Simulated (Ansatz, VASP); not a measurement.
**One calculation of Si2Ni, two programs**

POSCAR

```
Si2Ni
1.0
    0.0000000000      2.6658287457      2.6658287457
    2.6658287457      0.0000000000      2.6658287457
    2.6658287457      2.6658287457      0.0000000000
Si Ni
2 1
Direct
    0.2500000000      0.2500000000      0.2500000000
    0.7500000000      0.7500000000      0.7500000000
    0.0000000000      0.0000000000      0.0000000000
```

Contents of INCAR.step1:

```
PREC = Accurate
ENCUT = 520
ISMEAR = 0
SIGMA = 0.1
LREAL = F
LASPH = T
NELM = 80
NBANDS = 16
GGA = PE
ALGO = Normal
EDIFF = 1E-4
LWAVE = T
LCHARG = F
```

Contents of INCAR.step2:

```
PREC = Accurate
ENCUT = 520
EDIFF = 1E-6
ISMEAR = 0
SIGMA = 0.1
LREAL = F
LASPH = T
NELM = 80
ALGO = Normal
ISIF = 2
LWAVE = F
LCHARG = F
METAGGA = R2SCAN
LMIXTAU = T
NBANDS = 16
ISTART = 1
```

Contents of KPOINTS:

```
Automatic mesh
0
Gamma
  14 14 14
```

Input for Ansatz:

```yaml
crystal:
  lattice:
    - [0.0, 2.6658287465, 2.6658287465]
    - [2.6658287465, 0.0, 2.6658287465]
    - [2.6658287465, 2.6658287465, 0.0]
  atoms:
    - { symbol: Si, position: [0.25, 0.25, 0.25] }
    - { symbol: Si, position: [0.75, 0.75, 0.75] }
    - { symbol: Ni, position: [0.0, 0.0, 0.0] }
basis:
  ecutwfc: 500
kpoints:
  mp_grid: { grid: [14, 14, 14] }
hamiltonian:
  xc: r2scan
scf:
  occupations: { method: gaussian, width: 0.1 }
output:
  forces: true
  stress: true
  eigenvalues: true
```

Alike in both runs: task single point; functional r2SCAN; k mesh 14 × 14 × 14; occupations gaussian, width 0.1 eV; no spin polarisation.

```csv
,VASP,Ansatz
version,VASP 6.6.1,Ansatz 0.2.0
potentials or method,"VASP PAW PBE potentials, release 64 (Si, Ni), cutoff 520 eV","scalar-relativistic, plane waves, PAW"
valence electrons in the cell,18,26
```

Ansatz gave:

```
gap on the k mesh at the Fermi level (eV) : none
pressure (GPa)                            : 5.2
```

Task: Estimate VASP's values.

Result: gap on the k mesh at the Fermi level (eV): none; pressure (GPa): 5.1.

VASP's potentials were made for PBE, not for r2SCAN. A gap of «none» marks a metal or a gap that the smearing closes. VASP's potentials hold 18 valence electrons a cell and Ansatz's 26, so a difference there can come from the potentials and not from the codes.
